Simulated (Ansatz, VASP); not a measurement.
## Ag4F3: VASP beside Ansatz

```
CELL_PARAMETERS angstrom
5.01628 0.00000 0.00000
0.00000 5.01628 0.00000
0.00000 0.00000 5.01628
ATOMIC_POSITIONS crystal
Ag 0.69971 0.69971 0.69971
Ag 0.30029 0.30029 0.69971
Ag 0.30029 0.69971 0.30029
Ag 0.69971 0.30029 0.30029
F 0.00000 0.00000 0.50000
F 0.50000 0.00000 0.00000
F 0.00000 0.50000 0.00000
```

Change from the starting cell: relaxed end of: species swapped into the Ge3As4 type (P-43m, No. 215).

Alike in both runs: functional PBE; k mesh 8 × 8 × 8; occupations gaussian, width 0.1 eV; no spin polarisation.

Ansatz relaxed the structure, and its values are those at the end. VASP's run is a single point on that final structure, the one shown.

```csv
,VASP,Ansatz
version,VASP 6.6.1,Ansatz 0.2.0
potentials or method,"VASP PAW PBE potentials, release 64 (Ag, F), cutoff 520 eV","scalar-relativistic, plane waves, PAW"
valence electrons in the cell,65,97
```

VASP gave:

| Quantity | Value |
| --- | --- |
| gap on the k mesh at the Fermi level (eV) | none |
| pressure (GPa) | -0.2 |

Question: Which values does Ansatz return?

Answer: gap on the k mesh at the Fermi level (eV): none; pressure (GPa): 0.0.

A gap of «none» marks a metal or a gap that the smearing closes. VASP's potentials hold 65 valence electrons a cell and Ansatz's 97, so a difference there can come from the potentials and not from the codes.
